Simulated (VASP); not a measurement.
# GaBSb2 (P-4m2) in VASP: single point with PBE

Aim: the single point of GaBSb2 with PBE.

Program: VASP 6.6.1. These are calculated values, not measurements. Logs are shortened: lines on timing, memory, paths and dates and some standing lists are left out, and cuts for length are marked.

### Step 1. The cell of the first run

The structure is tetragonal, space group P-4m2 (No. 115). The conventional cell has a = 3.994 Å, b = 3.994 Å, c = 5.800 Å, α = 90.00°, β = 90.00°, γ = 90.00°. Within 3.1 Å of B (site symmetry -4m2) lie 4 Sb at 2.36 Å. Within 3.1 Å of Sb (site symmetry 2mm) lie 2 B at 2.36 Å and 2 Ga at 2.58 Å. Within 3.4 Å of Ga (site symmetry -4m2) lie 4 Sb at 2.58 Å.

### Step 2. Single point, PBE, non-collinear spin, zero start, spin-orbit coupling

Input file INCAR:

```
  ALGO = Normal
  EDIFF = 1E-6
  ENCUT = 520
  GGA = PE
  GGA_COMPAT = F
  ISIF = 2
  ISMEAR = -1
  LASPH = T
  LCHARG = F
  LORBIT = 11
  LORBMOM = T
  LREAL = F
  LSORBIT = T
  LWAVE = F
  MAGMOM = 0 0 0 0 0 0 0 0 0 0 0 0
  NBANDS = 40
  NELM = 150
  PREC = Accurate
  SIGMA = 0.02
```

Input file KPOINTS:

```
k-points
0
Gamma
  6 6 4
```

Input file POSCAR:

```
GaBSb2
1.0
    3.9942036049      0.0000000000      0.0000000000
    0.0000000000      3.9942036049      0.0000000000
    0.0000000000      0.0000000000      5.8003750364
B Sb Ga
1 2 1
Direct
    0.0000000000      0.0000000000      0.0000000000
    0.0000000000      0.5000000000      0.2172915758
    0.5000000000      0.0000000000      0.7827084242
    0.5000000000      0.5000000000      0.5000000000
```

Potentials or basis: VASP PAW PBE potentials, release 64 (B, Sb, Ga_d).

Started as:

```sh
> cat potpaw_PBE.64/B/POTCAR potpaw_PBE.64/Sb/POTCAR potpaw_PBE.64/Ga_d/POTCAR > POTCAR
> mpirun -np 1 vasp_ncl > vasp.out
```

OUTCAR:

```text
EDIFF = 1E-6
   ENCUT = 520
   GGA = PE
   ISIF = 2
   ISMEAR = -1
   LASPH = T
   LORBIT = 11
   LREAL = F
   LSORBIT = T
   NELM = 150
   PREC = Accurate

 ion  position               nearest neighbor table
   1  0.000  0.000  0.000-   2 2.36   3 2.36   2 2.36   3 2.36
   2  0.000  0.500  0.217-   1 2.36   1 2.36   4 2.58   4 2.58
   3  0.500  0.000  0.783-   1 2.36   1 2.36   4 2.58   4 2.58
   4  0.500  0.500  0.500-   2 2.58   3 2.58   3 2.58   2 2.58

  LATTYP: Found a simple tetragonal cell.
 ALAT       =     3.9942036049
 C/A-ratio  =     1.4521981376

  Lattice vectors:

 A1 = (   3.9942036049,   0.0000000000,   0.0000000000)
 A2 = (   0.0000000000,   3.9942036049,   0.0000000000)
 A3 = (   0.0000000000,   0.0000000000,   5.8003750364)

Analysis of symmetry for initial positions (statically):
=====================================================================
 Subroutine PRICEL returns:
 Original cell was already a primitive cell.

 Routine SETGRP: Setting up the symmetry group for a
 simple tetragonal supercell.

 Subroutine GETGRP returns: Found  8 space group operations
 (whereof  8 operations were pure point group operations)
 out of a pool of 16 trial point group operations.

The static configuration has the point symmetry D_2d.

Analysis of symmetry for dynamics (positions and initial velocities):
=====================================================================
 Subroutine PRICEL returns:
 Original cell was already a primitive cell.

 Routine SETGRP: Setting up the symmetry group for a
 simple tetragonal supercell.

 Subroutine GETGRP returns: Found  8 space group operations
 (whereof  8 operations were pure point group operations)
 out of a pool of 16 trial point group operations.

The dynamic configuration has the point symmetry D_2d.

Analysis of structural, dynamic, and magnetic symmetry:
=====================================================================
 Subroutine PRICEL returns:
 Original cell was already a primitive cell.

 Routine SETGRP: Setting up the symmetry group for a
 simple tetragonal supercell.

 Subroutine GETGRP returns: Found  8 space group operations
 (whereof  8 operations were pure point group operations)
 out of a pool of 16 trial point group operations.

The overall configuration has the point symmetry D_2d.

 Subroutine INISYM returns: Found  8 space group operations
 (whereof  8 operations are pure point group operations),
 and found     1 'primitive' translations

----------------------------------------------------------------------------------------

                                     Primitive cell

  volume of cell :      92.5372

  direct lattice vectors                    reciprocal lattice vectors
     3.994203605  0.000000000  0.000000000     0.250362800  0.000000000  0.000000000
     0.000000000  3.994203605  0.000000000     0.000000000  0.250362800  0.000000000
     0.000000000  0.000000000  5.800375036     0.000000000  0.000000000  0.172402645

  length of vectors
     3.994203605  3.994203605  5.800375036     0.250362800  0.250362800  0.172402645

  position of ions in fractional coordinates (direct lattice)
     0.000000000  0.000000000  0.000000000
     0.000000000  0.500000000  0.217291576
     0.500000000  0.000000000  0.782708424
     0.500000000  0.500000000  0.500000000

  ion indices of the primitive-cell ions
   primitive index   ion index
                 1           1
                 2           2
                 3           3
                 4           4

----------------------------------------------------------------------------------------

 KPOINTS: k-points
[... 110 lines left out ...]

 number of electron      26.0000001 magnetization      -0.0000000     -0.0000000     -0.0000000

 Free energy of the ion-electron system (eV)
  ---------------------------------------------------
  ext. energy  EPLUGINS =         0.00000000
  ---------------------------------------------------
  free energy    TOTEN  =       -16.93855213 eV

  energy without entropy =      -16.93819558  energy(sigma->0) =      -16.93837386

 E-fermi :   6.3548     XC(G=0):  -9.5623

 val. band max:        6.3333315802   @ k =   0.0000   0.0000   0.0000
 cond. band min:       6.3741982102   @ k =   0.0000   0.0000   0.0000
 fundamental gap:      0.0408666301
 Fermi energy:         6.3547789476

 k-point     1 :       0.0000    0.0000    0.0000
  band No.  band energies     occupation
      1      -9.2238      1.00000
      2      -9.2238      1.00000
      3      -9.2043      1.00000
      4      -9.2043      1.00000
      5      -8.7848      1.00000
      6      -8.7848      1.00000
[... 973 lines left out ...]
     37      12.2010      0.00000
     38      12.2656      0.00000

 [... further k-points ...]

 [bands above 38 left out]

------------------------ aborting loop because EDIFF is reached ----------------------------------------

  FORCE on cell =-STRESS in cart. coord.  units (eV):
  Direction    XX          YY          ZZ          XY          YZ          ZX
  --------------------------------------------------------------------------------------
  -------------------------------------------------------------------------------------
  Total        1.0358296      1.0358296      1.1725653      0.0000000      0.0000000      0.0000000
  in kB       17.9342178     17.9342178     20.3016404      0.0000000      0.0000000      0.0000000
  external PRESSURE =      18.7233587 kB  Pullay stress =       0.0000000 kB

 VOLUME and BASIS-vectors are now :
 -----------------------------------------------------------------------------
  energy-cutoff  :      520.00
  volume of cell :       92.54
      direct lattice vectors                 reciprocal lattice vectors
     3.994203605  0.000000000  0.000000000     0.250362800  0.000000000  0.000000000
     0.000000000  3.994203605  0.000000000     0.000000000  0.250362800  0.000000000
     0.000000000  0.000000000  5.800375036     0.000000000  0.000000000  0.172402645

 POSITION                                       TOTAL-FORCE (eV/Angst)
 -----------------------------------------------------------------------------------
      0.00000      0.00000      0.00000         0.000000     -0.000000     -0.000000
      0.00000      1.99710      1.26037         0.000000     -0.000000     -0.214998
      1.99710      0.00000      4.54000         0.000000     -0.000000      0.214998
      1.99710      1.99710      2.90019        -0.000000      0.000000     -0.000000
 -----------------------------------------------------------------------------------
    total drift:                                0.000000      0.000000      0.000000

  FREE ENERGIE OF THE ION-ELECTRON SYSTEM (eV)
  ---------------------------------------------------
  free  energy   TOTEN  =       -16.9385521270 eV

  energy  without entropy=      -16.9381955836  energy(sigma->0) =      -16.93837386

 orbital moment (x)

 # of ion     p       d       tot
 ----------------------------------------
  1         0.000   0.000   0.000
  2         0.000  -0.000  -0.000
  3         0.000  -0.000  -0.000
  4         0.000  -0.000  -0.000
 ----------------------------------------
            0.000  -0.000  -0.000

 orbital moment (y)

 # of ion     p       d       tot
 ----------------------------------------
  1         0.000   0.000   0.000
  2         0.000   0.000   0.000
  3        -0.000   0.000   0.000
  4        -0.000  -0.000  -0.000
 ----------------------------------------
            0.000  -0.000  -0.000

 orbital moment (z)

 # of ion     p       d       tot
 ----------------------------------------
  1        -0.000   0.000  -0.000
  2         0.000  -0.000  -0.000
  3         0.000   0.000   0.000
  4         0.000  -0.000  -0.000
 ----------------------------------------
           -0.000  -0.000  -0.000

 Spin-Orbit-Coupling matrix elements

 Ion:    1  E_soc:     -0.0000274
 l=   1
     0.0000000    -0.0000042    -0.0000052
    -0.0000042     0.0000000    -0.0000042
    -0.0000052    -0.0000042     0.0000000
 l=   2
     0.0000000     0.0000000     0.0000000     0.0000000     0.0000000
     0.0000000     0.0000000     0.0000000     0.0000000     0.0000000
     0.0000000     0.0000000     0.0000000     0.0000000     0.0000000
     0.0000000     0.0000000     0.0000000     0.0000000     0.0000000
     0.0000000     0.0000000     0.0000000     0.0000000     0.0000000
 l=   3
     0.0000000     0.0000000     0.0000000     0.0000000     0.0000000     0.0000000     0.0000000
     0.0000000     0.0000000     0.0000000     0.0000000     0.0000000     0.0000000     0.0000000
     0.0000000     0.0000000     0.0000000     0.0000000     0.0000000     0.0000000     0.0000000
     0.0000000     0.0000000     0.0000000     0.0000000     0.0000000     0.0000000     0.0000000
[... 49 lines left out ...]
 l=   2
     0.0000000    -0.0001665     0.0000000    -0.0001665    -0.0006732
    -0.0001665     0.0000000    -0.0005009    -0.0001525    -0.0001547
     0.0000000    -0.0005009     0.0000000    -0.0005009     0.0000000
    -0.0001665    -0.0001525    -0.0005009     0.0000000    -0.0001547
    -0.0006732    -0.0001547     0.0000000    -0.0001547     0.0000000
 l=   3
     0.0000000     0.0000000     0.0000000     0.0000000     0.0000000     0.0000000     0.0000000
     0.0000000     0.0000000     0.0000000     0.0000000     0.0000000     0.0000000     0.0000000
     0.0000000     0.0000000     0.0000000     0.0000000     0.0000000     0.0000000     0.0000000
     0.0000000     0.0000000     0.0000000     0.0000000     0.0000000     0.0000000     0.0000000
     0.0000000     0.0000000     0.0000000     0.0000000     0.0000000     0.0000000     0.0000000
     0.0000000     0.0000000     0.0000000     0.0000000     0.0000000     0.0000000     0.0000000
     0.0000000     0.0000000     0.0000000     0.0000000     0.0000000     0.0000000     0.0000000

 total charge

# of ion       s       p       d       tot
------------------------------------------
    1        0.661   0.966   0.000   1.627
    2        1.109   1.344   0.046   2.498
    3        1.109   1.344   0.046   2.498
    4        0.912   0.871   9.967  11.749
--------------------------------------------------
tot          3.791   4.524  10.058  18.373

 magnetization (x)

# of ion       s       p       d       tot
------------------------------------------
    1        0.000   0.000   0.000   0.000
    2        0.000   0.000   0.000   0.000
    3        0.000   0.000   0.000   0.000
    4        0.000   0.000   0.000   0.000
--------------------------------------------------
tot          0.000   0.000   0.000   0.000

 magnetization (y)

# of ion       s       p       d       tot
------------------------------------------
    1        0.000   0.000   0.000   0.000
    2        0.000   0.000   0.000   0.000
    3        0.000  -0.000   0.000  -0.000
    4        0.000  -0.000   0.000   0.000
--------------------------------------------------
tot          0.000  -0.000   0.000   0.000

 magnetization (z)

# of ion       s       p       d       tot
------------------------------------------
    1        0.000   0.000   0.000   0.000
    2        0.000  -0.000   0.000   0.000
    3        0.000  -0.000   0.000   0.000
    4       -0.000   0.000   0.000  -0.000
--------------------------------------------------
tot         -0.000   0.000   0.000   0.000
```

Run time: 3.9 min. Hardware: 1 thread of AMD EPYC 7R13 (Zen 3), shared host; peak memory 0.46 GiB.

Results:

```yaml
Free_energy: -16.9386 eV
Pressure: 1.9 GPa
Largest_force: 0.215 eV/Å
Net_moment: 0.00 μB per cell
Valence_electrons_inside_the_program's_atomic_spheres: B 1.63; Sb 2.50; Ga 11.75
```

Forces in eV/Å, atoms in the order of the input:
```
B    0.000  0.000  0.000
Sb   0.000  0.000 -0.215
Sb   0.000  0.000  0.215
Ga   0.000  0.000  0.000
```

Moments on the atoms (μB; x, y, z):
```
B   0.00 0.00 0.00
Sb  0.00 0.00 0.00
Sb  0.00 0.00 0.00
Ga  0.00 0.00 0.00
```
